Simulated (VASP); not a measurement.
# Pt (Fm-3m) in VASP: single point with PBEsol

Aim: the single point of Pt with PBEsol.

All numbers are computed with VASP 6.6.1; they aren't measurements. Logs are shortened: lines on timing, memory, paths and dates and some standing lists are left out, and cuts for length are marked.

## Step 1: The cell of the first run

Symmetry: Fm-3m, No. 225, cubic system. Conventional cell: a = 3.919 Å, b = 3.919 Å, c = 3.919 Å, α = 90.00°, β = 90.00°, γ = 90.00°. Pt (site symmetry m-3m) has 12 Pt at 2.77 Å within 3.7 Å.

## Step 2: Single point, PBEsol

INCAR reads:

```
SYSTEM = Pt
PREC     = Accurate       ! precision mode
ENCUT    = 500            ! plane-wave cutoff, eV
EDIFF    = 1E-6           ! SCF threshold, eV
ISMEAR   = -1             ! smearing method
SIGMA    = 0.1            ! smearing width, eV
LREAL    = .False.        ! projectors in reciprocal space
LASPH    = .True.         ! aspherical terms in the spheres
NELM     = 120            ! most SCF steps
ALGO     = Normal         ! electronic algorithm
ISIF     = 2              ! what is computed and relaxed
LWAVE    = .False.        ! write WAVECAR
LCHARG   = .False.        ! write CHGCAR
GGA      = PS             ! functional
NBANDS   = 11             ! bands
GGA_COMPAT= .False.
```

KPOINTS reads:

```
regular mesh
0
Gamma
  14 14 14
  0 0 0
```

POSCAR reads:

```
Pt
1.0
    1.9596982527      1.9596982527      0.0000000000
   -1.9596982527      1.9596982527      0.0000000000
    0.0000000000      1.9596982527      1.9596982527
Pt
1
Direct
    0.0000000000      0.0000000000      0.0000000000
```

Potentials or basis: VASP PAW PBE potentials, release 64 (Pt).

The run is started by

```console
cat potpaw_PBE.64/Pt/POTCAR > POTCAR
mpirun -np 1 vasp_std > vasp.out
```

OUTCAR:

```text
SYSTEM = Pt
   PREC = Accurate
   ENCUT = 500
   EDIFF = 1E-6
   ISMEAR = -1
   LREAL = .False.
   LASPH = .True.
   NELM = 120
   ISIF = 2
   GGA = PS

 ion  position               nearest neighbor table
   1  0.000  0.000  0.000-

  LATTYP: Found a face centered cubic cell.
 ALAT       =     3.9193965054

  Lattice vectors:

 A1 = (   0.0000000000,   1.9596982527,   1.9596982527)
 A2 = (   1.9596982527,   0.0000000000,   1.9596982527)
 A3 = (   1.9596982527,   1.9596982527,   0.0000000000)

Analysis of symmetry for initial positions (statically):
=====================================================================
 Subroutine PRICEL returns:
 Original cell was already a primitive cell.

 Routine SETGRP: Setting up the symmetry group for a
 face centered cubic supercell.

 Subroutine GETGRP returns: Found 48 space group operations
 (whereof 48 operations were pure point group operations)
 out of a pool of 48 trial point group operations.

The static configuration has the point symmetry O_h .

Analysis of symmetry for dynamics (positions and initial velocities):
=====================================================================
 Subroutine PRICEL returns:
 Original cell was already a primitive cell.

 Routine SETGRP: Setting up the symmetry group for a
 face centered cubic supercell.

 Subroutine GETGRP returns: Found 48 space group operations
 (whereof 48 operations were pure point group operations)
 out of a pool of 48 trial point group operations.

The dynamic configuration has the point symmetry O_h .

 Subroutine INISYM returns: Found 48 space group operations
 (whereof 48 operations are pure point group operations),
 and found     1 'primitive' translations

----------------------------------------------------------------------------------------

                                     Primitive cell

  volume of cell :      15.0521

  direct lattice vectors                    reciprocal lattice vectors
     1.959698253  1.959698253  0.000000000     0.255141321  0.255141321 -0.255141321
    -1.959698253  1.959698253  0.000000000    -0.255141321  0.255141321 -0.255141321
     0.000000000  1.959698253  1.959698253     0.000000000  0.000000000  0.510282641

  length of vectors
     2.771431847  2.771431847  2.771431847     0.441917730  0.441917730  0.510282641

  position of ions in fractional coordinates (direct lattice)
     0.000000000  0.000000000  0.000000000

  ion indices of the primitive-cell ions
[... 79 lines left out ...]
   NFREE  =      0    steps in history (QN), initial steepest desc. (CG)
   ISIF   =      2    stress and relaxation
   ISYM   =      2    0-nonsym 1-usesym 2-fastsym
   POTIM  = 0.5000    time-step for ionic-motion
   TEBEG  =    0.0;   TEEND  =   0.0 temperature during run
   PSTRESS=    0.0 pullay stress
   NELECT =      10.0000    total number of electrons
   NUPDOWN=      -1.0000    fix difference up-down
   EMIN   =  10.00;   EMAX   =-10.00  energy-range for DOS
   EFERMI =   0.00;   METHOD = LEGACY
   ISMEAR =    -1;   SIGMA  =   0.10  broadening in eV -4-tet -1-fermi 0-gaus
   EFERMI_NEDOS =   21; number of points for ismear=-14 and -15
   IALGO  =     38    algorithm
   IMIX   =      4    mixing-type and parameters
     AMIX     =   0.40;   BMIX     =  1.00
     AMIX_MAG =   1.60;   BMIX_MAG =  1.00
  volume/ion in A,a.u.               =      15.05       101.58
  Fermi-wavevector in a.u.,A,eV,Ry     =   1.428485  2.699445 27.763625  2.040569
  Thomas-Fermi vector in A             =   2.548541
   LORBIT       =      0    0 simple, 1 ext, 2 COOP (PROOUT), +10 PAW based schemes
   GGA     = PS    functional components
   LHFCALC =     F    Hartree Fock is set to
   AEXX    =    0.0000 exact exchange contribution
   IVDW    =     0    specifies the selected vdW correction
   LEPSILON=     F    determine dielectric tensor
   LRPA    =     F    only Hartree local field effects (RPA)
 non-spin polarized calculation
  energy-cutoff  :      500.00
  volume of cell :       15.05
 maximum number of plane-waves:       392
   NGX = 11   NGY = 11   NGZ = 11

 number of electron      10.0000001 magnetization

 Free energy of the ion-electron system (eV)
  ---------------------------------------------------
  ext. energy  EPLUGINS =         0.00000000
  ---------------------------------------------------
  free energy    TOTEN  =        -6.99802147 eV

  energy without entropy =       -6.94623361  energy(sigma->0) =       -6.97212754

 E-fermi :  11.1389     XC(G=0): -13.6392

 val. band max:       11.1103546933   @ k =  -0.4286   0.3571   0.0714
 cond. band min:      11.1405386429   @ k =  -0.4286   0.1429   0.0000
 fundamental gap:      0.0301839496
 Fermi energy:        11.1388849628

 k-point     1 :       0.0000    0.0000    0.0000
  band No.  band energies     occupation
      1       0.8155      2.00000
      2       7.3181      2.00000
      3       7.3181      2.00000
      4       7.3181      2.00000
      5       9.5043      2.00000
      6       9.5043      2.00000
      7      25.7516      0.00000
      8      30.7204      0.00000
      9      30.7204      0.00000
     10      30.7204      0.00000
     11      36.0252      0.00000
[... 309 lines left out ...]
 k-point    24 :       0.2857    0.1429    0.0000
  band No.  band energies     occupation
      1       4.2564      2.00000
      2       6.9270      2.00000
      3       7.2990      2.00000
      4       7.9793      2.00000
      5       9.5709      2.00000
      6      11.8124      0.00237
      7      21.7277      0.00000
      8      26.8013      0.00000
      9      28.6927      0.00000
     10      33.6555      0.00000
     11      33.8464      0.00000

 [... further k-points ...]

------------------------ aborting loop because EDIFF is reached ----------------------------------------

  FORCE on cell =-STRESS in cart. coord.  units (eV):
  Direction    XX          YY          ZZ          XY          YZ          ZX
  --------------------------------------------------------------------------------------
  -------------------------------------------------------------------------------------
  Total       -0.0383322     -0.0383322     -0.0383322      0.0000000      0.0000000      0.0000000
  in kB       -4.0801563     -4.0801563     -4.0801563      0.0000000      0.0000000      0.0000000
  external PRESSURE =      -4.0801563 kB  Pullay stress =       0.0000000 kB

 VOLUME and BASIS-vectors are now :
 -----------------------------------------------------------------------------
  energy-cutoff  :      500.00
  volume of cell :       15.05
      direct lattice vectors                 reciprocal lattice vectors
     1.959698253  1.959698253  0.000000000     0.255141321  0.255141321 -0.255141321
    -1.959698253  1.959698253  0.000000000    -0.255141321  0.255141321 -0.255141321
     0.000000000  1.959698253  1.959698253     0.000000000  0.000000000  0.510282641

 POSITION                                       TOTAL-FORCE (eV/Angst)
 -----------------------------------------------------------------------------------
      0.00000      0.00000      0.00000         0.000000     -0.000000      0.000000
 -----------------------------------------------------------------------------------
    total drift:                               -0.000000      0.000000     -0.000000

  FREE ENERGIE OF THE ION-ELECTRON SYSTEM (eV)
  ---------------------------------------------------
  free  energy   TOTEN  =        -6.9980214696 eV

  energy  without entropy=       -6.9462336146  energy(sigma->0) =       -6.97212754
```

OSZICAR:

```text
N       E                     dE             d eps       ncg     rms          rms(c)
DAV:   1     0.371946933062E+02    0.37195E+02   -0.52487E+03  2376   0.811E+02
DAV:   2    -0.688780057724E+01   -0.44082E+02   -0.42151E+02  2614   0.172E+02
DAV:   3    -0.744712899441E+01   -0.55933E+00   -0.55696E+00  2666   0.186E+01
DAV:   4    -0.744931237277E+01   -0.21834E-02   -0.21832E-02  2639   0.137E+00
DAV:   5    -0.744932958729E+01   -0.17215E-04   -0.17214E-04  2692   0.112E-01    0.134E+01
DAV:   6    -0.704708670469E+01    0.40224E+00   -0.92185E-01  2468   0.759E+00    0.686E+00
DAV:   7    -0.700230515412E+01    0.44782E-01   -0.15803E-01  2651   0.304E+00    0.257E+00
DAV:   8    -0.699824766698E+01    0.40575E-02   -0.57811E-03  2498   0.697E-01    0.623E-01
DAV:   9    -0.699801742047E+01    0.23025E-03   -0.12438E-04  2549   0.105E-01    0.307E-02
DAV:  10    -0.699802137108E+01   -0.39506E-05   -0.28432E-06  2774   0.118E-02    0.428E-03
DAV:  11    -0.699802146960E+01   -0.98522E-07   -0.48800E-08  1381   0.204E-03
   1 F= -.69980215E+01 E0= -.69721275E+01  d E =-.517879E-01
```

stdout:

```text
POSCAR found type information on POSCAR Pt
 POSCAR found :  1 types and       1 ions
 scaLAPACK will be used
 -----------------------------------------------------------------------------
|                                                                             |
|                                                                             |
|     You enforced a specific xc type in the INCAR file but a different       |
|     I HOPE YOU KNOW WHAT YOU ARE DOING!                                     |
|                                                                             |
 -----------------------------------------------------------------------------

 LDA part: xc-table for (Slater+PW92), standard interpolation
 POSCAR, INCAR and KPOINTS ok, starting setup
 FFT: planning ... GRIDC
 FFT: planning ... GRID_SOFT
 FFT: planning ... GRID
 WAVECAR not read
 entering main loop
```

It took 7.3 s on 1 thread of Intel Xeon 6975P-C (Granite Rapids), shared host; peak memory 0.13 GiB.

Results:

```yaml
Free_energy: -6.9980 eV
Pressure: -0.4 GPa
Band_gap_on_the_k_mesh: zero (band 5 reaches 11.63 eV, above the bottom of band 6 at 9.39 eV)
```

Levels at points of the mesh, in eV from the Fermi level:
```csv
k point,band 2,band 3,band 4,band 5,band 6,band 7,band 8,band 9
"(0.00, 0.00, 0.00)",-3.82,-3.82,-3.82,-1.63,-1.63,14.61,19.58,19.58
"(0.50, 0.00, 0.00)",-3.88,-3.88,-0.56,0.04,0.04,5.81,14.17,18.95
"(0.50, 0.50, 0.00)",-6.67,0.02,0.49,0.49,1.70,8.85,11.33,11.33
```

Caveat: the PAW data sets were made with another functional, which shifts forces and pressure a little; spin-orbit coupling is left out, which moves the levels of the heavy elements.
